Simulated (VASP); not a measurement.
A run of VASP 6.6.1 is set up as follows.

INCAR

```
SYSTEM = Na2BrCl
PREC     = Accurate       ! precision mode
ENCUT    = 520            ! plane-wave cutoff, eV
EDIFF    = 1E-6           ! SCF threshold, eV
ISMEAR   = 0              ! smearing method
SIGMA    = 0.05           ! smearing width, eV
LREAL    = .FALSE.        ! projectors in reciprocal space
LASPH    = .TRUE.         ! aspherical terms in the spheres
NELM     = 100            ! most SCF steps
ALGO     = Normal         ! electronic algorithm
ISIF     = 2              ! what is computed and relaxed
LWAVE    = .FALSE.        ! write WAVECAR
LCHARG   = .FALSE.        ! write CHGCAR
NBANDS   = 22             ! bands
```

KPOINTS

```
regular mesh
0
G
  9 9 9
  0 0 0
```

The input POSCAR:

```
Na2BrCl
1.0
    1.9567785167      1.1297466034      6.7131932271
   -1.9567785167      1.1297466034      6.7131932271
    0.0000000000     -2.2594932068      6.7131932271
Na Br Cl
2 1 1
Direct
    0.2545086910      0.2545086910      0.2545086910
    0.7454913090      0.7454913090      0.7454913090
    0.5000000000      0.5000000000      0.5000000000
    0.0000000000      0.0000000000      0.0000000000
```

Potentials or basis: VASP PAW LDA potentials, release 64 (Na_pv, Br, Cl).

Run with:

```bash
$ cat potpaw_LDA.64/Na_pv/POTCAR potpaw_LDA.64/Br/POTCAR potpaw_LDA.64/Cl/POTCAR > POTCAR
$ mpirun -np 1 vasp_std > vasp.out
```

Estimate the pressure.

0.0 GPa.

Predict the band gap on the k mesh.

4.02 eV, direct.

What does it give for the largest force?

0.008 eV/Å.

Forces in eV/Å, atoms in the order of the input:
```
Na   0.000  0.000 -0.008
Na   0.000  0.000  0.008
Br   0.000  0.000  0.000
Cl   0.000  0.000  0.000
```

 A k mesh can miss the band edges.
